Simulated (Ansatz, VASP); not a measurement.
## One calculation of InGa2N3, two programs

```
In Ga N
1.0
     4.91027   -2.83240    0.00000
     4.91027    2.83240    0.00000
     0.00000    0.00000    5.45943
In Ga N
2 4 6
Direct
  0.32495 0.67505 0.99475
  0.67505 0.32495 0.49475
  0.00698 0.33401 0.99446
  0.66599 0.99302 0.99446
  0.99302 0.66599 0.49446
  0.33401 0.00698 0.49446
  0.02634 0.33354 0.35585
  0.66646 0.97366 0.35585
  0.97366 0.66646 0.85585
  0.33354 0.02634 0.85585
  0.30821 0.69179 0.39263
  0.69179 0.30821 0.89263
```

Alike in both runs: task single point; functional PBE; k mesh 6 × 6 × 6; occupations gaussian, width 0.02 eV; no spin polarisation.

|  | VASP | Ansatz |
| --- | --- | --- |
| version | VASP 6.6.1 | Ansatz 0.2.0 |
| potentials or method | VASP PAW PBE potentials, release 64 (In_d, Ga_d, N), cutoff 600 eV | scalar-relativistic, plane waves, PAW |
| valence electrons in the cell | 108 | 108 |

|  | VASP | Ansatz | Ansatz less VASP |
| --- | --- | --- | --- |
| gap on the k mesh at the Fermi level (eV) | 0.91 | 0.91 | -0.001 |
| least direct gap on the mesh (eV) | 0.91 | 0.91 | -0.001 |
| pressure (GPa) | 4.9 | 4.8 | -0.04 |
| traceless stress, the component that is largest in VASP (GPa) | -4.84 | -4.84 | +0.004 |
| rms of the force components (eV/Å) | 0.007 | 0.000 | -0.0064 |

Atom by atom the forces differ by 0.007 eV/Å (rms over components).
